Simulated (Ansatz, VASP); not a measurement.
# One calculation of GaN, two programs

```
CELL_PARAMETERS angstrom
0.02107 2.25350 2.25350
2.25350 0.02107 2.25350
2.27457 2.27457 0.00000
ATOMIC_POSITIONS crystal
Ga 0.00000 0.00000 0.00000
N 0.75000 0.75000 0.75000
```

Change from the starting cell: strain +0.0187 x Voigt [0, 0, 0, 0, 0, 1], atoms carried along.

Alike in both runs: task single point; functional PBEsol; k mesh 10 × 10 × 10; occupations gaussian, width 0.05 eV; no spin polarisation.

|  | VASP | Ansatz |
| --- | --- | --- |
| version | VASP 6.6.1 | Ansatz 0.2.0 |
| potentials or method | VASP PAW PBE potentials, release 64 (Ga_d, N), cutoff 520 eV | scalar-relativistic, plane waves, PAW |
| valence electrons in the cell | 18 | 18 |

VASP gave:

* gap on the k mesh at the Fermi level (eV): 1.64
* least direct gap on the mesh (eV): 1.64
* pressure (GPa): -1.2
* traceless stress, the component that is largest in VASP (GPa): -3.52
* rms of the force components (eV/Å): 0.085

Q: Which values does Ansatz return?

A: gap on the k mesh at the Fermi level (eV): 1.62; least direct gap on the mesh (eV): 1.62; pressure (GPa): -1.0; traceless stress, the component that is largest in VASP (GPa): -3.53; rms of the force components (eV/Å): 0.087.

VASP's potentials were made for PBE, not for PBEsol. Atom by atom the forces differ by 0.002 eV/Å (rms over components). With one functional, cell and mesh, what is left measures potentials, basis and numerics.
